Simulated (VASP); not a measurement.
A run of VASP 6.6.1 is set up as follows.

The input INCAR:

```
PREC     = Accurate       # precision mode
ENCUT    = 520            # plane-wave cutoff, eV
EDIFF    = 1E-6           # SCF threshold, eV
ISMEAR   = -1             # smearing method
SIGMA    = 0.05           # smearing width, eV
LREAL    = Auto         
LASPH    = True           # aspherical terms in the spheres
NELM     = 60             # most SCF steps
ALGO     = Normal         # electronic algorithm
ISIF     = 2              # what is computed and relaxed
LWAVE    = False          # write WAVECAR
LCHARG   = True           # write CHGCAR
GGA      = PS             # functional
LELF     = True           # ELF
LVHAR    = True         
NBANDS   = 61             # bands
```

File KPOINTS:

```
Automatic mesh
0
Gamma
  1 1 1
```

File POSCAR:

```
Si2H10O
1.0
    8.6267060000      0.0000000000      0.0000000000
    0.0000000000      8.6267060000      0.0000000000
    0.0000000000      0.0000000000      8.6267060000
O H Si
3 30 6
Direct
    0.7709199780      0.6452173054      0.1412126483
    0.7484664483      0.2608411600      0.2621626377
    0.8622526373      0.7781417380      0.4851446195
    0.8818661491      0.5980034558      0.1834303847
    0.7151397069      0.5395570453      0.1357412667
    0.7903480193      0.3638120970      0.3185804640
    0.8419088352      0.2013167019      0.2325453076
    0.8056725244      0.8758267640      0.4298743924
    0.8966922021      0.7170291882      0.3950175189
    0.5548119989      0.5810908590      0.5600979099
    0.6288379365      0.4092987520      0.7559664141
    0.6275280507      0.6952016216      0.8011748633
    0.3567526238      0.5998349776      0.7466465184
    0.5476945662      0.3091678330      0.5067055722
    0.5134288800      0.0666534828      0.6763531758
    0.3579465905      0.1588787192      0.4540435248
    0.5841627152     -0.0110354984      0.4442831366
    0.2528659259      0.9045978848      0.0731565443
    0.5444140556      0.9538403187      0.0954130116
    0.4349864247      0.9902852839     -0.1414097107
    0.3857323989      1.1720232497      0.0866958953
    0.1255056101      0.1225844488      0.6730610734
   -0.1431832730      0.2503736652      0.7540769327
    0.0741302648      0.3654349644      0.6445565666
   -0.0786279259      0.1995547316      0.4911955966
    1.0451845699      1.0305787632      0.9107415971
    1.0650299199      0.7833928732      1.0193230185
    0.8473338491      0.9360235529      1.1024254217
    0.8479714041      0.8536166643      0.8007343707
    0.2996160991      0.6327560021      0.2281983413
    0.2430823538      0.3821620906      0.2480552832
    0.0483150811      0.5768714038      0.1166030232
    0.2939476551      0.4825016640     -0.0076970283
    0.5356505716      0.5552988591      0.7406998685
    0.5127449573      0.1301423742      0.5140548432
    0.4000484078      1.0090525862      0.0319936717
   -0.0125308548      0.2151226668      0.6347729945
    0.9408573794      0.8954286839      0.9533766423
    0.2141489463      0.5228646948      0.1495935992
```

Potentials or basis: VASP PAW PBE potentials, release 64 (O, H, Si).

Launch:

```console
$ cat potpaw_PBE.64/O/POTCAR potpaw_PBE.64/H/POTCAR potpaw_PBE.64/Si/POTCAR > POTCAR
$ mpirun -np 1 vasp_gam > vasp.out
```

Task: What does it give for the pressure?

Result: -1.5 GPa.

Task: Estimate the band gap on the k mesh.

Result: 4.48 eV.

Task: Predict the largest force.

Result: 4.307 eV/Å.

Forces in eV/Å, atoms in the order of the input:
```
O    2.216 -3.431  1.367
O    1.288  2.617  1.122
O   -1.327  2.628 -1.739
H   -2.805  1.527 -1.426
H    0.584  1.769 -0.085
H   -0.995 -3.009 -1.425
H   -0.351  0.449  0.149
H    1.486 -2.864  1.520
H   -0.278  0.336  0.288
H   -0.044 -0.184  0.930
H   -0.609 -0.169  0.619
H   -0.377 -0.610  0.172
H    1.168 -0.950  0.488
H    0.700 -1.233  0.062
H   -0.171  0.563 -0.010
H   -0.993 -0.553 -0.305
H    0.420  0.380 -0.705
H    1.262  0.889 -0.116
H    0.671 -0.515  0.735
H   -0.543  0.273  0.620
H   -0.244  0.127 -0.156
H   -0.181 -0.854  0.096
H    0.627 -0.701 -0.426
H   -0.165  0.383 -0.348
H   -0.990 -0.518 -2.509
H   -0.379 -0.095  0.138
H   -0.791  0.173 -0.690
H    0.253 -0.016 -0.924
H    0.553  0.059  1.241
H    1.119  2.039  1.056
H   -0.597 -0.102 -0.035
H    0.481 -0.459  0.305
H   -0.575  0.350  0.741
Si  -0.138  2.000 -2.227
Si   0.173  0.894  0.680
Si  -1.111 -0.801 -0.802
Si   0.810  1.735  3.162
Si   0.197 -0.004  0.234
Si  -0.342 -2.123 -1.796
```

Caveat: the k points lie up to 0.73 Å⁻¹ apart; the PAW data sets were made with another functional, which shifts forces and pressure a little.
